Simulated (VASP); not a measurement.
# Ni3O (Pm-3m) in VASP: relaxation of cell and atoms with PBE

Aim: the relaxation of cell and atoms of Ni3O with PBE.

Everything below comes from runs of VASP 6.6.1. Logs are shortened: lines on timing, memory, paths and dates and some standing lists are left out, and cuts for length are marked.

## 1. The cell of the first run

Symmetry: Pm-3m, No. 221, cubic system. The conventional cell has a = 3.483 Å, b = 3.483 Å, c = 3.483 Å, α = 90.00°, β = 90.00°, γ = 90.00°. Ni (site symmetry 4/mmm) has 8 Ni at 2.46 Å and 4 O at 2.46 Å within 3.3 Å. O (site symmetry m-3m) has 12 Ni at 2.46 Å within 3.3 Å.

## 2. Relaxation of cell and atoms, PBE, collinear spin, ferromagnetic start

Input file INCAR:

```
PREC = Accurate ; ENCUT = 600
EDIFF = 1E-7 ; ISMEAR = 0
SIGMA = 0.1 ; LREAL = False
LASPH = True ; NELM = 150
ALGO = Normal ; ISIF = 3
LWAVE = False ; LCHARG = False
ISPIN = 2 ; MAGMOM = 1.03 1.03 1.03 0.35
LORBIT = 11 ; LMAXMIX = 4
GGA = PE ; IBRION = 2
NSW = 100 ; EDIFFG = -0.01
```

Input file KPOINTS:

```
Automatic mesh
0
Gamma
  14 14 14
```

Input file POSCAR:

```
Ni3O
1.0
    3.4828146068      0.0000000000      0.0000000000
    0.0000000000      3.4828146068      0.0000000000
    0.0000000000      0.0000000000      3.4828146068
Ni O
3 1
Direct
    0.0000000000      0.5000000000      0.5000000000
    0.5000000000      0.0000000000      0.5000000000
    0.5000000000      0.5000000000      0.0000000000
    0.0000000000      0.0000000000      0.0000000000
```

Potentials or basis: VASP PAW PBE potentials, release 64 (Ni, O).

Started as:

```console
cat potpaw_PBE.64/Ni/POTCAR potpaw_PBE.64/O/POTCAR > POTCAR
mpirun -np 1 vasp_std > vasp.out
```

OUTCAR:

```text
PREC = Accurate
   ENCUT = 600
   EDIFF = 1E-7
   ISMEAR = 0
   LREAL = False
   LASPH = True
   NELM = 150
   ISIF = 3
   ISPIN = 2
   LORBIT = 11
   GGA = PE
   IBRION = 2
   NSW = 100
   EDIFFG = -0.01

 ion  position               nearest neighbor table
   1  0.000  0.500  0.500-   2 2.46   3 2.46   4 2.46   3 2.46   4 2.46   2 2.46   4 2.46   4 2.46
                             2 2.46   3 2.46   3 2.46   2 2.46
   2  0.500  0.000  0.500-   1 2.46   3 2.46   4 2.46   3 2.46   4 2.46   1 2.46   3 2.46   3 2.46
                             1 2.46   4 2.46   4 2.46   1 2.46
   3  0.500  0.500  0.000-   1 2.46   2 2.46   4 2.46   1 2.46   2 2.46   2 2.46   4 2.46   2 2.46
                             1 2.46   4 2.46   1 2.46   4 2.46
   4  0.000  0.000  0.000-   1 2.46   2 2.46   3 2.46   1 2.46   2 2.46   1 2.46   3 2.46   1 2.46
                             2 2.46   3 2.46   2 2.46   3 2.46

  LATTYP: Found a simple cubic cell.
 ALAT       =     3.4828146068

  Lattice vectors:

 A1 = (   3.4828146068,   0.0000000000,   0.0000000000)
 A2 = (   0.0000000000,   3.4828146068,   0.0000000000)
 A3 = (   0.0000000000,   0.0000000000,   3.4828146068)

Analysis of symmetry for initial positions (statically):
=====================================================================
 Subroutine PRICEL returns:
 Original cell was already a primitive cell.

 Routine SETGRP: Setting up the symmetry group for a
 simple cubic supercell.

 Subroutine GETGRP returns: Found 48 space group operations
 (whereof 48 operations were pure point group operations)
 out of a pool of 48 trial point group operations.

The static configuration has the point symmetry O_h .

Analysis of symmetry for dynamics (positions and initial velocities):
=====================================================================
 Subroutine PRICEL returns:
 Original cell was already a primitive cell.

 Routine SETGRP: Setting up the symmetry group for a
 simple cubic supercell.

 Subroutine GETGRP returns: Found 48 space group operations
 (whereof 48 operations were pure point group operations)
 out of a pool of 48 trial point group operations.

The dynamic configuration has the point symmetry O_h .

Analysis of structural, dynamic, and magnetic symmetry:
=====================================================================
 Subroutine PRICEL returns:
 Original cell was already a primitive cell.

 Routine SETGRP: Setting up the symmetry group for a
[... 190 lines left out ...]
  FREE ENERGIE OF THE ION-ELECTRON SYSTEM (eV)
  ---------------------------------------------------
  free  energy   TOTEN  =       -19.5823432340 eV

  energy  without entropy=      -19.5509360516  energy(sigma->0) =      -19.56663964

--------------------------------------- Ionic step        2  -------------------------------------------

 number of electron      35.9999971 magnetization       3.0163262

 Free energy of the ion-electron system (eV)
  ---------------------------------------------------
  ext. energy  EPLUGINS =         0.00000000
  ---------------------------------------------------
  free energy    TOTEN  =       -19.58238349 eV

  energy without entropy =      -19.55101972  energy(sigma->0) =      -19.56670161

 E-fermi :   8.0179     XC(G=0): -12.7355

 val. band max:        8.0168366387   @ k =   0.5000   0.4286   0.1429
 cond. band min:       8.0181977916   @ k =   0.2857   0.1429   0.0714
 fundamental gap:      0.0013611529
 Fermi energy:         8.0178857727

 spin component 1

 k-point     1 :       0.0000    0.0000    0.0000
  band No.  band energies     occupation
      1     -10.9657      1.00000
      2       1.5152      1.00000
      3       3.8390      1.00000
      4       3.8390      1.00000
      5       3.8390      1.00000
      6       4.3332      1.00000
[... 637 lines left out ...]
     23      15.8624      0.00000
     24      16.2906      0.00000

 [... further k-points ...]

 spin component 2

 k-point     1 :       0.0000    0.0000    0.0000
  band No.  band energies     occupation
      1     -10.4641      1.00000
      2       1.6827      1.00000
      3       4.2783      1.00000
      4       4.2783      1.00000
      5       4.2783      1.00000
      6       5.1929      1.00000
[... 637 lines left out ...]
     23      16.1067      0.00000
     24      16.5324      0.00000

 [... further k-points ...]

------------------------ aborting loop because EDIFF is reached ----------------------------------------

  FORCE on cell =-STRESS in cart. coord.  units (eV):
  Direction    XX          YY          ZZ          XY          YZ          ZX
  --------------------------------------------------------------------------------------
  -------------------------------------------------------------------------------------
  Total        0.0323283      0.0323283      0.0323283      0.0000000     -0.0000000      0.0000000
  in kB        1.2287682      1.2287682      1.2287682      0.0000000     -0.0000000      0.0000000
  external PRESSURE =       1.2287682 kB  Pullay stress =       0.0000000 kB

 VOLUME and BASIS-vectors are now :
 -----------------------------------------------------------------------------
  energy-cutoff  :      600.00
  volume of cell :       42.15
      direct lattice vectors                 reciprocal lattice vectors
     3.480229349 -0.000000000  0.000000000     0.287337385  0.000000000  0.000000000
    -0.000000000  3.480229349  0.000000000     0.000000000  0.287337385 -0.000000000
    -0.000000000  0.000000000  3.480229349    -0.000000000 -0.000000000  0.287337385

 POSITION                                       TOTAL-FORCE (eV/Angst)
 -----------------------------------------------------------------------------------
     -0.00000      1.74011      1.74011        -0.000000      0.000000      0.000000
      1.74011     -0.00000      1.74011         0.000000      0.000000      0.000000
      1.74011      1.74011      0.00000         0.000000     -0.000000      0.000000
      0.00000      0.00000      0.00000         0.000000     -0.000000      0.000000
 -----------------------------------------------------------------------------------
    total drift:                                0.000000      0.000000      0.000000

  FREE ENERGIE OF THE ION-ELECTRON SYSTEM (eV)
  ---------------------------------------------------
  free  energy   TOTEN  =       -19.5823834892 eV

  energy  without entropy=      -19.5510197211  energy(sigma->0) =      -19.56670161

 reached required accuracy - stopping structural energy minimisation

 total charge

# of ion       s       p       d       tot
------------------------------------------
    1        0.438   0.384   8.343   9.165
    2        0.438   0.384   8.343   9.165
    3        0.438   0.384   8.343   9.165
    4        1.627   3.130   0.000   4.758
--------------------------------------------------
tot          2.940   4.283  25.029  32.252

 magnetization (x)

# of ion       s       p       d       tot
------------------------------------------
    1       -0.007  -0.012   0.922   0.904
    2       -0.007  -0.012   0.922   0.904
    3       -0.007  -0.012   0.922   0.904
    4        0.001   0.298   0.000   0.299
--------------------------------------------------
tot         -0.019   0.264   2.767   3.012
```

OSZICAR:

```text
N       E                     dE             d eps       ncg     rms          rms(c)
DAV:   1     0.241154326999E+03    0.24115E+03   -0.18207E+04 11568   0.226E+03
DAV:   2    -0.244235218385E+01   -0.24360E+03   -0.23306E+03 11840   0.381E+02
[... 22 lines left out ...]
DAV:   5    -0.195823875667E+02    0.20877E-04   -0.11754E-04 11800   0.102E-01    0.206E-02
DAV:   6    -0.195823847020E+02    0.28648E-05   -0.56477E-06 13080   0.276E-02    0.869E-03
DAV:   7    -0.195823842989E+02    0.40304E-06   -0.15854E-06 13976   0.118E-02    0.424E-03
DAV:   8    -0.195823838655E+02    0.43342E-06   -0.12214E-07  7264   0.505E-03    0.228E-03
DAV:   9    -0.195823835548E+02    0.31069E-06   -0.12178E-07  5760   0.639E-03    0.587E-04
DAV:  10    -0.195823834892E+02    0.65637E-07   -0.13894E-08  5760   0.151E-03
   2 F= -.19582383E+02 E0= -.19566702E+02  d E =-.402551E-04  mag=     3.0163
```

CONTCAR:

```text
Ni3O
   1.00000000000000
     3.4802293487372080   -0.0000000000000000    0.0000000000000000
    -0.0000000000000000    3.4802293487372080    0.0000000000000000
    -0.0000000000000000    0.0000000000000000    3.4802293487372080
  Ni              O
     3     1
Direct
     0.0000000000000000    0.5000000000000000    0.5000000000000000
     0.5000000000000000    0.0000000000000000    0.5000000000000000
     0.5000000000000000    0.5000000000000000    0.0000000000000000
     0.0000000000000000    0.0000000000000000    0.0000000000000000

  0.00000000E+00  0.00000000E+00  0.00000000E+00
  0.00000000E+00  0.00000000E+00  0.00000000E+00
  0.00000000E+00  0.00000000E+00  0.00000000E+00
  0.00000000E+00  0.00000000E+00  0.00000000E+00
```

It took 14 min on 1 thread of Oxide Virtual Turin-like, shared host; peak memory 0.3 GiB.

What came out:

- Free energy: -19.5824 eV
- Relaxed volume: 10.54 Å³/atom
- Relaxed cell: a = 3.480 Å, b = 3.480 Å, c = 3.480 Å, α = 90.00°, β = 90.00°, γ = 90.00°
- Space group after relaxing (to 0.1 Å): Pm-3m (No. 221)
- Energy gained by relaxing: 0.0 meV/atom
- Ionic steps: 2
- Pressure after relaxing: 0.1 GPa
- Net moment: 3.02 μB per cell
- Site moments: Ni +0.90; O +0.30 μB
- Valence electrons inside the program's atomic spheres: Ni 9.16; O 4.76

Final structure:
```yaml
crystal:
  lattice:
    - [3.48023, 0.00000, 0.00000]
    - [0.00000, 3.48023, 0.00000]
    - [0.00000, 0.00000, 3.48023]
  atoms:
    - { symbol: Ni, position: [0.00000, 0.50000, 0.50000] }
    - { symbol: Ni, position: [0.50000, 0.00000, 0.50000] }
    - { symbol: Ni, position: [0.50000, 0.50000, 0.00000] }
    - { symbol: O, position: [0.00000, 0.00000, 0.00000] }
```

With open d or f shells a metallic result of PBE can be an artefact of self-interaction; +U or a hybrid may open a gap.
